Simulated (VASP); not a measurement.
## Sb: single point with PBE

Crystal: Sb.

```
Sb
1.0
     2.15060    1.24165    3.85632
    -2.15060    1.24165    3.85632
     0.00000   -2.48330    3.85632
Sb
2
Direct
  0.23364 0.23364 0.23364
  0.76636 0.76636 0.76636
```

This cell differs from its parent crystal: zz strain of +3 %.

- Program: VASP 6.6.1
- Task: single point
- Functional: PBE
- Potentials or basis: VASP PAW PBE potentials, release 64 (Sb)
- Cutoff: 520 eV
- k mesh: 9 × 9 × 9
- Occupations: fermi-dirac, width 0.05 eV
- Spin: no spin polarisation
- Dipole correction: no
- Further INCAR settings: ALGO = Normal; EDIFF = 1e-07; NBANDS = 12

```yaml
Pressure: 1.6 GPa
Largest_force: 0.042 eV/Å
Band_gap_on_the_k_mesh: 0.06 eV, indirect (least direct gap 0.53 eV)
```

Forces on the atoms (eV/Å):
```
Sb   0.000  0.000  0.042
Sb   0.000  0.000 -0.042
```

Stress tensor (GPa, compression positive):
```
2.03 0.00 0.00
0.00 2.03 0.00
0.00 0.00 0.71
```

Levels at points of the mesh, in eV from the valence-band top:
```tsv
k point	band 1	band 2	band 3	band 4	band 5	band 6	band 7	band 8	band 9	band 10
(0.00, 0.00, 0.00)	-12.54	-4.94	-2.19	-1.63	-1.63	2.07	2.66	2.66	5.23	5.23
```

It took 95 s on 1 thread of AMD EPYC 7R43 64-Core Processor (Zen 3) (shared host), peak memory 0.19 GiB.

Caveat: the cell differs from its parent crystal (zz strain of +3 %); spin-orbit coupling is left out, which moves the levels of the heavy elements. A k mesh can miss the band edges.
